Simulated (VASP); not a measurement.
# TiAl3: single point with r2SCAN

TiAl3:

```xyz
4
Lattice="-1.8983 1.8983 4.2519 1.8983 -1.8983 4.2519 1.8983 1.8983 -4.2519" Properties=species:S:1:pos:R:3 pbc="T T T"
Ti    0.0000    0.0000    0.0000
Al    1.8983    0.0000    2.1260
Al    0.0000    1.8983    2.1260
Al    0.0000    0.0000    4.2519
```

```json
{
 "Program": "VASP 6.6.1",
 "Task": "single point",
 "Functional": "r2SCAN",
 "Potentials or basis": "VASP PAW PBE potentials, release 64 (Ti_sv, Al)",
 "Cutoff": "520 eV",
 "k mesh": "10 × 10 × 10",
 "Occupations": "fermi-dirac, width 0.05 eV",
 "Spin": "no spin polarisation",
 "Dipole correction": "no",
 "Further INCAR settings": "ALGO = Normal; EDIFF = 1e-06; NBANDS = 18"
}
```

```json
{
 "Pressure": "2.4 GPa",
 "Band gap on the k mesh": "zero (an odd number of electrons rules out a gap without spin polarisation)"
}
```

Stress tensor (GPa, compression positive):
```
2.58 0.00 0.00
0.00 2.58 0.00
0.00 0.00 2.17
```

Levels at points of the mesh, in eV from the Fermi level:
| k point | band 8 | band 9 | band 10 | band 11 | band 12 | band 13 | band 14 | band 15 |
| --- | --- | --- | --- | --- | --- | --- | --- | --- |
| (0.00, 0.00, 0.00) | -1.50 | -1.33 | -1.33 | 0.89 | 1.81 | 1.81 | 2.19 | 3.02 |
| (0.50, 0.00, 0.00) | -3.14 | -1.17 | -0.27 | 0.58 | 2.13 | 2.20 | 2.99 | 3.35 |
| (0.50, 0.50, 0.00) | -4.18 | -3.03 | -2.35 | -1.08 | 2.01 | 2.31 | 2.81 | 3.07 |
| (0.50, 0.50, 0.50) | -1.04 | -1.04 | -0.29 | 0.80 | 0.80 | 1.02 | 3.26 | 5.47 |

It took 11 min on 1 thread of Intel(R) Xeon(R) Platinum 8124M CPU @ 3.00GHz (Skylake/Cascade Lake), on a shared host, peak memory 0.32 GiB.

Caveat: the PAW data sets were made with another functional, which shifts forces and pressure a little.
